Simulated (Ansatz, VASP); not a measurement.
# Be3CdSe4: VASP beside Ansatz

```
CELL_PARAMETERS angstrom
5.33000 0.00000 0.00000
0.00000 5.33000 0.00000
0.00000 0.00000 5.33000
ATOMIC_POSITIONS crystal
Be 0.50000 0.00000 0.50000
Be 0.00000 0.50000 0.50000
Be 0.50000 0.50000 0.00000
Cd 0.00000 0.00000 0.00000
Se 0.72500 0.72500 0.27500
Se 0.27500 0.27500 0.27500
Se 0.72500 0.27500 0.72500
Se 0.27500 0.72500 0.72500
```

Alike in both runs: task relaxation of cell and atoms; functional PBE; k mesh 2 × 2 × 2; occupations gaussian, width 0.15 eV; no spin polarisation.

|  | VASP | Ansatz |
| --- | --- | --- |
| version | VASP 6.6.1 | Ansatz 0.2.0 |
| potentials or method | VASP PAW PBE potentials, release 64 (Be, Cd, Se), cutoff 600 eV | scalar-relativistic, plane waves, PAW |
| valence electrons in the cell | 42 | 90 |

```csv
,VASP,Ansatz,Ansatz less VASP
"gap on the k mesh at the Fermi level, each at its own relaxed structure (eV)",2.56,2.58,+0.027
relaxed volume (Å³/atom),20.34,20.26,-0.084
relaxed cell length with the largest relative difference (Å),5.459,5.452,-0.0075
```

VASP's potentials hold 42 valence electrons a cell and Ansatz's 90, so a difference there can come from the potentials and not from the codes.

The k mesh is coarse, so the values compare programs but aren't converged.
